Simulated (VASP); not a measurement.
# HCl in VASP: further runs

HCl is run at these levels: LDA; tasks: single point, relaxation of cell and atoms.

All numbers are computed with VASP 6.6.1; they aren't measurements. Logs are shortened: lines on timing, memory, paths and dates and some standing lists are left out, and cuts for length are marked.

## Step 1: The cell of the first run

The typed cell holds 2 atoms: a = 3.568 Å, b = 3.568 Å, c = 3.568 Å, α = 119.27°, β = 119.28°, γ = 91.26°.

## Step 2: Single point, LDA

INCAR reads:

```
SYSTEM = HCl
PREC = Accurate
ENCUT = 520
EDIFF = 1E-7
ISMEAR = 0
SIGMA = 0.02
LREAL = .False.
LASPH = .True.
NELM = 100
ALGO = Normal
ISIF = 2
LWAVE = .False.
LCHARG = .False.
GGA = CA
NBANDS = 11
```

KPOINTS reads:

```
Automatic mesh
0
Gamma
  10 10 10
  0 0 0
```

POSCAR reads:

```
HCl
1.0
   -1.8037776784      1.8035689306      2.4953680971
    1.8037776784     -1.8035689306      2.4953680971
    1.8037776784      1.8035689306     -2.4953680971
H Cl
1 1
Direct
    0.7029663459      0.7029663459      0.0000000000
    0.9650336541      0.9650336541      0.0000000000
```

Potentials or basis: VASP PAW LDA potentials, release 64 (H, Cl).

On the command line:

```console
$ cat potpaw_LDA.64/H/POTCAR potpaw_LDA.64/Cl/POTCAR > POTCAR
$ mpirun -np 1 vasp_std > vasp.out
```

OUTCAR:

```text
SYSTEM = HCl
   PREC = Accurate
   ENCUT = 520
   EDIFF = 1E-7
   ISMEAR = 0
   LREAL = .False.
   LASPH = .True.
   NELM = 100
   ISIF = 2
   GGA = CA

 ion  position               nearest neighbor table
   1  0.703  0.703  0.000-   2 1.31
   2  0.965  0.965  0.000-   1 1.31

  LATTYP: Found a body centered orthorhombic cell.
 ALAT       =     3.6071378612
 B/A-ratio  =     1.0001157415
 C/A-ratio  =     1.3835723463

  Lattice vectors:

 A1 = (   1.8037776784,  -1.8035689306,  -2.4953680971)
 A2 = (  -1.8037776784,   1.8035689306,  -2.4953680971)
 A3 = (   1.8037776784,   1.8035689306,   2.4953680971)

Analysis of symmetry for initial positions (statically):
=====================================================================
 Subroutine PRICEL returns:
 Original cell was already a primitive cell.

 Routine SETGRP: Setting up the symmetry group for a
 body centered orthorhombic supercell.

 Subroutine GETGRP returns: Found  4 space group operations
 (whereof  4 operations were pure point group operations)
 out of a pool of  8 trial point group operations.

The static configuration has the point symmetry C_2v.

Analysis of symmetry for dynamics (positions and initial velocities):
=====================================================================
 Subroutine PRICEL returns:
 Original cell was already a primitive cell.

 Routine SETGRP: Setting up the symmetry group for a
 body centered orthorhombic supercell.

 Subroutine GETGRP returns: Found  4 space group operations
 (whereof  4 operations were pure point group operations)
 out of a pool of  8 trial point group operations.

The dynamic configuration has the point symmetry C_2v.

 Subroutine INISYM returns: Found  4 space group operations
 (whereof  4 operations are pure point group operations),
 and found     1 'primitive' translations

----------------------------------------------------------------------------------------

                                     Primitive cell

  volume of cell :      32.4721

  direct lattice vectors                    reciprocal lattice vectors
    -1.803777678  1.803568931  2.495368097     0.000000000  0.277228107  0.200371240
     1.803777678 -1.803568931  2.495368097     0.277196024  0.000000000  0.200371240
     1.803777678  1.803568931 -2.495368097     0.277196024  0.277228107  0.000000000

  length of vectors
     3.568380128  3.568380128  3.568380128     0.342058558  0.342032556  0.392037063

  position of ions in fractional coordinates (direct lattice)
     0.702966346  0.702966346  0.000000000
     0.965033654  0.965033654  0.000000000

  ion indices of the primitive-cell ions
   primitive index   ion index
                 1           1
                 2           2

----------------------------------------------------------------------------------------

 KPOINTS: Automatic mesh

Automatic generation of k-mesh.
 Grid dimensions read from file:
 generate k-points for:   10   10   10

 Generating k-lattice:

  Cartesian coordinates                     Fractional coordinates (reciprocal lattice)
     0.000000000  0.027722811  0.020037124     0.100000000  0.000000000  0.000000000
     0.027719602  0.000000000  0.020037124     0.000000000  0.100000000  0.000000000
     0.027719602  0.027722811  0.000000000     0.000000000  0.000000000  0.100000000

  Length of vectors
     0.034205856  0.034203256  0.039203706

  Shift w.r.t. Gamma in fractional coordinates (k-lattice)
     0.000000000  0.000000000  0.000000000

 Subroutine IBZKPT returns following result:
 ===========================================

 Found    171 irreducible k-points:

 Following reciprocal coordinates:
            Coordinates               Weight
  0.000000  0.000000  0.000000      1.000000
  0.100000  0.000000  0.000000      4.000000
  0.200000  0.000000  0.000000      4.000000
  0.300000  0.000000  0.000000      4.000000
  0.400000 -0.000000  0.000000      4.000000
  0.500000 -0.000000  0.000000      2.000000
[... 16 lines left out ...]
 -0.400000  0.200000 -0.000000      8.000000
 -0.300000  0.200000  0.000000      8.000000
 [... further k-points ...]
   k-points           NKPTS =    171   k-points in BZ     NKDIM =    171   number of bands    NBANDS=     11
   number of dos      NEDOS =    301   number of ions     NIONS =      2
   total plane-waves  NPLWV =  21952
   dimension x,y,z NGX =    28 NGY =   28 NGZ =   28
   dimension x,y,z NGXF=    56 NGYF=   56 NGZF=   56
   ions per type =               1   1
   NGX,Y,Z   is equivalent  to a cutoff of  13.04, 13.04, 13.04 a.u.
   NGXF,Y,Z  is equivalent  to a cutoff of  26.09, 26.09, 26.09 a.u.
 SYSTEM =  HCl
   PREC   = accura    normal or accurate (medium, high low for compatibility)
   ISTART =      0    job   : 0-new  1-cont  2-samecut
   ICHARG =      2    charge: 1-file 2-atom 10-const
   ISPIN  =      1    spin polarized calculation?
   LNONCOLLINEAR =      F non collinear calculations
   LSORBIT =      F    spin-orbit coupling
   LASPH  =      T    aspherical Exc in radial PAW
   ENCUT  =  520.0 eV  38.22 Ry    6.18 a.u.   6.63  6.63  6.63*2*pi/ulx,y,z
   NELM   =    100;   NELMIN=  2; NELMDL= -5     # of ELM steps
   EDIFF  = 0.1E-06   stopping-criterion for ELM
   LREAL  =      F    real-space projection
   EDIFFG = 0.1E-05   stopping-criterion for IOM
   NSW    =      0    number of steps for IOM
   IBRION =     -1    ionic relax: 0-MD 1-quasi-New 2-CG
   NFREE  =      0    steps in history (QN), initial steepest desc. (CG)
   ISIF   =      2    stress and relaxation
   ISYM   =      2    0-nonsym 1-usesym 2-fastsym
   POTIM  = 0.5000    time-step for ionic-motion
   TEBEG  =    0.0;   TEEND  =   0.0 temperature during run
   PSTRESS=    0.0 pullay stress
   NELECT =       8.0000    total number of electrons
   NUPDOWN=      -1.0000    fix difference up-down
   EMIN   =  10.00;   EMAX   =-10.00  energy-range for DOS
   EFERMI =   0.00;   METHOD = LEGACY
   ISMEAR =     0;   SIGMA  =   0.02  broadening in eV -4-tet -1-fermi 0-gaus
   EFERMI_NEDOS =   21; number of points for ismear=-14 and -15
   IALGO  =     38    algorithm
   IMIX   =      4    mixing-type and parameters
     AMIX     =   0.40;   BMIX     =  1.00
     AMIX_MAG =   1.60;   BMIX_MAG =  1.00
  volume/ion in A,a.u.               =      16.24       109.57
  Fermi-wavevector in a.u.,A,eV,Ry     =   1.026285  1.939398 14.330488  1.053261
  Thomas-Fermi vector in A             =   2.160170
   LORBIT       =      0    0 simple, 1 ext, 2 COOP (PROOUT), +10 PAW based schemes
   GGA     = CA    functional components
   LHFCALC =     F    Hartree Fock is set to
   AEXX    =    0.0000 exact exchange contribution
   IVDW    =     0    specifies the selected vdW correction
   LEPSILON=     F    determine dielectric tensor
   LRPA    =     F    only Hartree local field effects (RPA)
 non-spin polarized calculation
 Gauss-broadening in eV      SIGMA  =   0.02
  energy-cutoff  :      520.00
  volume of cell :       32.47
 maximum number of plane-waves:       899
   NGX = 13   NGY = 13   NGZ = 13

 number of electron       8.0000001 magnetization

 Free energy of the ion-electron system (eV)
  ---------------------------------------------------
  ext. energy  EPLUGINS =         0.00000000
  ---------------------------------------------------
  free energy    TOTEN  =        -6.62638255 eV

  energy without entropy =       -6.62638255  energy(sigma->0) =       -6.62638255

 E-fermi :  -0.8016     XC(G=0):  -8.5979

 val. band max:       -0.9128789530   @ k =   0.0000   0.0000   0.0000
 cond. band min:       3.6437383034   @ k =   0.5000   0.5000   0.5000
 fundamental gap:      4.5566172564
 Fermi energy:        -0.8016398510

 k-point     1 :       0.0000    0.0000    0.0000
  band No.  band energies     occupation
      1     -15.6629      2.00000
      2      -4.4305      2.00000
      3      -0.9133      2.00000
      4      -0.9129      2.00000
      5       3.8638      0.00000
      6       9.8976      0.00000
      7      10.7916      0.00000
      8      10.7933      0.00000
      9      12.2390      0.00000
     10      14.6668      0.00000
     11      16.2315      0.00000

 k-point     2 :       0.1000    0.0000    0.0000
  band No.  band energies     occupation
      1     -15.6066      2.00000
      2      -4.5633      2.00000
      3      -1.1701      2.00000
      4      -0.9537      2.00000
      5       4.2402      0.00000
      6       9.6848      0.00000
      7      10.6017      0.00000
      8      10.9395      0.00000
      9      12.2098      0.00000
     10      14.2897      0.00000
     11      16.8323      0.00000

 k-point     3 :       0.2000    0.0000    0.0000
  band No.  band energies     occupation
      1     -15.4531      2.00000
      2      -4.9402      2.00000
      3      -1.6636      2.00000
      4      -1.0556      2.00000
      5       5.0123      0.00000
      6       9.1413      0.00000
      7      10.2412      0.00000
      8      11.1563      0.00000
      9      12.6575      0.00000
     10      13.9731      0.00000
     11      15.9528      0.00000

 k-point     4 :       0.3000    0.0000    0.0000
  band No.  band energies     occupation
      1     -15.2499      2.00000
      2      -5.4512      2.00000
      3      -2.0646      2.00000
      4      -1.1750      2.00000
      5       5.6206      0.00000
      6       8.5110      0.00000
      7      10.2808      0.00000
      8      11.0192      0.00000
      9      13.5800      0.00000
     10      14.6004      0.00000
     11      15.3339      0.00000

 k-point     5 :       0.4000   -0.0000    0.0000
  band No.  band energies     occupation
      1     -15.0727      2.00000
      2      -5.8896      2.00000
      3      -2.2924      2.00000
      4      -1.2667      2.00000
      5       5.8665      0.00000
      6       8.0515      0.00000
      7      10.6213      0.00000
      8      10.7339      0.00000
      9      14.5645      0.00000
     10      15.5250      0.00000
     11      15.9478      0.00000
[... 211 lines left out ...]
 k-point    21 :       0.4000    0.2000    0.0000
  band No.  band energies     occupation
      1     -14.9257      2.00000
      2      -5.9400      2.00000
      3      -2.5851      2.00000
      4      -1.8342      2.00000
      5       5.9272      0.00000
      6       8.5689      0.00000
      7      10.0831      0.00000
      8      10.9048      0.00000
      9      14.9827      0.00000
     10      16.1791      0.00000
     11      18.0589      0.00000

 k-point    22 :       0.5000    0.2000    0.0000
  band No.  band energies     occupation
      1     -14.9533      2.00000
      2      -5.7778      2.00000
      3      -2.7551      2.00000
      4      -1.7410      2.00000
      5       5.6592      0.00000
      6       8.6149      0.00000
      7      10.3655      0.00000
      8      10.8651      0.00000
      9      14.8591      0.00000
     10      16.4134      0.00000
     11      18.2372      0.00000

 k-point    23 :      -0.4000    0.2000   -0.0000
  band No.  band energies     occupation
      1     -15.0824      2.00000
      2      -5.4221      2.00000
      3      -2.7361      2.00000
      4      -1.5636      2.00000
      5       5.4155      0.00000
      6       8.6805      0.00000
      7      10.3198      0.00000
      8      11.0438      0.00000
      9      14.4051      0.00000
     10      15.2763      0.00000
     11      17.8865      0.00000

 k-point    24 :      -0.3000    0.2000    0.0000
  band No.  band energies     occupation
      1     -15.2543      2.00000
      2      -5.0260      2.00000
      3      -2.5101      2.00000
      4      -1.3685      2.00000
      5       5.1695      0.00000
      6       8.7715      0.00000
      7      10.1944      0.00000
      8      11.7729      0.00000
      9      13.4462      0.00000
     10      13.8987      0.00000
     11      18.1961      0.00000

 [... further k-points ...]

------------------------ aborting loop because EDIFF is reached ----------------------------------------

  FORCE on cell =-STRESS in cart. coord.  units (eV):
  Direction    XX          YY          ZZ          XY          YZ          ZX
  --------------------------------------------------------------------------------------
  -------------------------------------------------------------------------------------
  Total       -0.0256976     -0.0252044     -0.1268334      0.0000000      0.0000000      0.0000000
  in kB       -1.2679203     -1.2435871     -6.2579776      0.0000000      0.0000000      0.0000000
  external PRESSURE =      -2.9231617 kB  Pullay stress =       0.0000000 kB

 VOLUME and BASIS-vectors are now :
 -----------------------------------------------------------------------------
  energy-cutoff  :      520.00
  volume of cell :       32.47
      direct lattice vectors                 reciprocal lattice vectors
    -1.803777678  1.803568931  2.495368097     0.000000000  0.277228107  0.200371240
     1.803777678 -1.803568931  2.495368097     0.277196024  0.000000000  0.200371240
     1.803777678  1.803568931 -2.495368097     0.277196024  0.277228107  0.000000000

 POSITION                                       TOTAL-FORCE (eV/Angst)
 -----------------------------------------------------------------------------------
      0.00000      0.00000      3.50832        -0.000000      0.000000      0.083377
      0.00000      0.00000      4.81623         0.000000     -0.000000     -0.083377
 -----------------------------------------------------------------------------------
    total drift:                                0.000002      0.000002     -0.000208

  FREE ENERGIE OF THE ION-ELECTRON SYSTEM (eV)
  ---------------------------------------------------
  free  energy   TOTEN  =        -6.6263825548 eV

  energy  without entropy=       -6.6263825548  energy(sigma->0) =       -6.62638255
```

Run time: 32 s. Hardware: 1 thread of Intel Xeon Platinum 8488C (Sapphire Rapids), shared host; peak memory 0.17 GiB.

Results:

```
Free energy            : -6.6264 eV
Pressure               : -0.3 GPa
Largest force          : 0.083 eV/Å
Band gap on the k mesh : 4.56 eV (least direct gap 4.78 eV)
```

Forces in eV/Å, atoms in the order of the input:
```
H    0.000  0.000  0.083
Cl   0.000  0.000 -0.083
```

Levels at points of the mesh, in eV from the valence-band top:
| k point | band 1 | band 2 | band 3 | band 4 | band 5 | band 6 | band 7 | band 8 | band 9 |
| --- | --- | --- | --- | --- | --- | --- | --- | --- | --- |
| (0.00, 0.00, 0.00) | -14.75 | -3.52 | 0.00 | 0.00 | 4.78 | 10.81 | 11.70 | 11.71 | 13.15 |
| (0.50, 0.00, 0.00) | -14.09 | -5.15 | -1.45 | -0.39 | 6.83 | 8.80 | 11.53 | 11.70 | 16.02 |
| (0.00, 0.50, 0.00) | -14.09 | -5.15 | -1.45 | -0.39 | 6.83 | 8.80 | 11.53 | 11.70 | 16.02 |
| (0.50, 0.50, 0.00) | -13.94 | -4.44 | -2.67 | -0.83 | 5.06 | 8.34 | 13.76 | 13.97 | 17.42 |
| (0.50, 0.50, 0.50) | -13.76 | -5.80 | -1.09 | -1.09 | 4.56 | 9.05 | 13.45 | 17.25 | 17.25 |

## Step 3: Relaxation of cell and atoms, LDA

INCAR reads:

```
SYSTEM = HCl
ALGO     = Fast           ! electronic algorithm
EDIFF    = 1E-6           ! SCF threshold, eV
EDIFFG   = -0.005         ! ionic threshold
ENCUT    = 600            ! plane-wave cutoff, eV
IBRION   = 2              ! ionic algorithm
ISIF     = 3              ! what is computed and relaxed
ISMEAR   = 0              ! smearing method
LASPH    = .TRUE.         ! aspherical terms in the spheres
LCHARG   = .FALSE.        ! write CHGCAR
LREAL    = .FALSE.        ! projectors in reciprocal space
LWAVE    = .FALSE.        ! write WAVECAR
NELM     = 100            ! most SCF steps
NSW      = 100            ! ionic steps
PREC     = Accurate       ! precision mode
SIGMA    = 0.02           ! smearing width, eV
```

KPOINTS reads:

```
k-points
0
G
  10 10 10
  0 0 0
```

POSCAR is that of step 2.

Potentials or basis: VASP PAW LDA potentials, release 64 (H, Cl).

On the command line:

```console
$ cat potpaw_LDA.64/H/POTCAR potpaw_LDA.64/Cl/POTCAR > POTCAR
$ mpirun -np 1 vasp_std > vasp.out
```

Wall time 75 s (1 thread of Intel Xeon Platinum 8488C (Sapphire Rapids), shared host); peak memory 0.18 GiB.

The run converged. Its results:

| Item | Value |
| --- | --- |
| Free energy | -6.6274 eV |
| Relaxed volume | 16.22 Å³/atom |
| Relaxed cell | a = 3.567 Å, b = 3.567 Å, c = 3.567 Å, α = 119.25°, β = 119.26°, γ = 91.30° |
| Space group after relaxing (to 0.1 Å) | I4mm (No. 107) |
| Energy gained by relaxing | 0.1 meV/atom |
| Ionic steps | 3 |
| Pressure after relaxing | 0.0 GPa |
| Band gap on the k mesh | 4.57 eV (least direct gap 4.80 eV) |

Step by step:
| step | energy change (eV) | largest force (eV/Å) | pressure (GPa) | volume (Å³) |
| --- | --- | --- | --- | --- |
| 1 | 0.0000 | 0.0909 | -0.19 | 32.47 |
| 2 | 0.0009 | 0.2372 | 0.54 | 32.38 |
| 3 | -0.0002 | 0.0002 | 0.00 | 32.45 |

Final structure:
```xyz
2
Lattice="-1.8037 1.8035 2.4935 1.8037 -1.8035 2.4935 1.8037 1.8035 -2.4935" Properties=species:S:1:pos:R:3 pbc="T T T"
H     0.0000    0.0000    3.5069
Cl    0.0000    0.0000    4.8114
```

Levels at points of the mesh, in eV from the valence-band top:
```tsv
k point	band 1	band 2	band 3	band 4	band 5	band 6	band 7	band 8
(0.00, 0.00, 0.00)	-14.76	-3.53	0.00	0.00	4.80	10.82	11.71	11.71
(0.50, 0.00, 0.00)	-14.10	-5.16	-1.45	-0.39	6.85	8.80	11.52	11.70
(0.00, 0.50, 0.00)	-14.10	-5.16	-1.45	-0.39	6.85	8.81	11.53	11.70
(0.50, 0.50, 0.00)	-13.95	-4.45	-2.67	-0.83	5.08	8.34	13.77	13.98
(0.50, 0.50, 0.50)	-13.77	-5.81	-1.10	-1.10	4.57	9.05	13.46	17.26
```

A k mesh can miss the band edges.
